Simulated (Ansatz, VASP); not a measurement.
# GaP in VASP and in Ansatz

The input INCAR:

```
PREC = Accurate ; ENCUT = 520
EDIFF = 1E-6 ; ISMEAR = 0
SIGMA = 0.05 ; LREAL = False
LASPH = True ; NELM = 100
ALGO = Normal ; ISIF = 2
LWAVE = False ; LCHARG = True
GGA = PE ; LELF = True
LVHAR = True ; NBANDS = 16
```

KPOINTS

```
regular mesh
0
Gamma
  10 10 10
```

Contents of POSCAR:

```
GaP
1.0
    0.0000000000      2.6552021186      2.8767086875
    2.8767086875      0.0000000000      2.8767086875
    2.8767086875      2.6552021186      0.0000000000
Ga P
1 1
Direct
    0.0000000000      0.0000000000      0.0000000000
    0.7500000000      0.7500000000      0.7500000000
```

Input for Ansatz:

```yaml
crystal:
  lattice:
    - [0.0, 2.6552021186, 2.8767086875]
    - [2.8767086875, 0.0, 2.8767086875]
    - [2.8767086875, 2.6552021186, 0.0]
  atoms:
    - { symbol: Ga, position: [0.0, 0.0, 0.0] }
    - { symbol: P, position: [0.75, 0.75, 0.75] }
basis:
  ecutwfc: 420
kpoints:
  mp_grid: { grid: [10, 10, 10] }
hamiltonian:
  xc: pbe
  pseudopotentials: { kind: paw, azcp: { folder: soft_1 } }
scf:
  occupations: { method: gaussian, width: 0.05 }
output:
  forces: true
  stress: true
  eigenvalues: true
```

Alike in both runs: task single point; functional PBE; k mesh 10 × 10 × 10; occupations gaussian, width 0.05 eV; no spin polarisation.

|  | VASP | Ansatz |
| --- | --- | --- |
| version | VASP 6.6.1 | Ansatz 0.2.0 |
| potentials or method | VASP PAW PBE potentials, release 64 (Ga_d, P), cutoff 520 eV | scalar-relativistic, plane waves, PAW |
| valence electrons in the cell | 18 | 18 |

```tsv
	VASP	Ansatz	Ansatz less VASP
gap on the k mesh at the Fermi level (eV)	0.87	0.87	+0.004
least direct gap on the mesh (eV)	0.87	0.87	+0.004
pressure (GPa)	-3.7	-3.6	+0.06
traceless stress, the component that is largest in VASP (GPa)	3.32	3.32	-0.003
```
